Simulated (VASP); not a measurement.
Sn:

```
Sn
1.0
     3.78715    0.00000    0.00000
    -1.89357    3.27977    0.00000
     0.00000    0.00000   12.21430
Sn
4
Cartesian
  0.0000 0.0000 0.0000
  0.0000 0.0000 6.1071
  0.0000 2.1865 9.1607
  1.8936 1.0933 3.0536
```

This isn't the form of Sn at room conditions, which is tetragonal (white tin).

```yaml
Program: VASP 6.6.1
Task: relaxation of cell and atoms
Functional: r2SCAN
Potentials_or_basis: VASP PAW PBE potentials, release 64 (Sn_d)
Cutoff: 550 eV
k_mesh: 6 × 6 × 2
Occupations: gaussian, width 0.1 eV
Spin: no spin polarisation
```

At the start: pressure -7.8 GPa; volume 37.93 Å³/atom.

**Question.** Where does the relaxation end?

**Answer.** Over 8 steps the energy falls by 366.8 meV/atom and the volume is 27.18 Å³/atom (-28.3 %); space group P6_3/mmc (No. 194, to 0.1 Å) before and after.

Step by step:
```csv
step,energy change (eV),largest force (eV/Å),pressure (GPa),volume (Å³)
1,0.0000,0.0000,-7.84,151.71
2,-1.4158,0.0000,-2.43,114.49
3,-1.4645,0.0000,0.00,108.63
4,-1.4638,0.0000,0.37,107.87
5,-1.4657,0.0000,-0.09,108.87
6,-1.4658,0.0000,-0.14,108.98
7,-1.4666,0.0000,-0.07,108.88
8,-1.4671,0.0000,0.03,108.72
```

Final structure:
```
CELL_PARAMETERS angstrom
3.44295 0.00000 0.00000
-1.72147 2.98168 0.00000
0.00000 0.00000 10.59099
ATOMIC_POSITIONS crystal
Sn 0.00000 0.00000 0.00000
Sn 0.00000 0.00000 0.50000
Sn 0.33333 0.66667 0.75000
Sn 0.66667 0.33333 0.25000
```

Caveat: the volume moved by over 15 % at a fixed basis, so the end points are rough; the PAW data sets were made with another functional, which shifts forces and pressure a little.
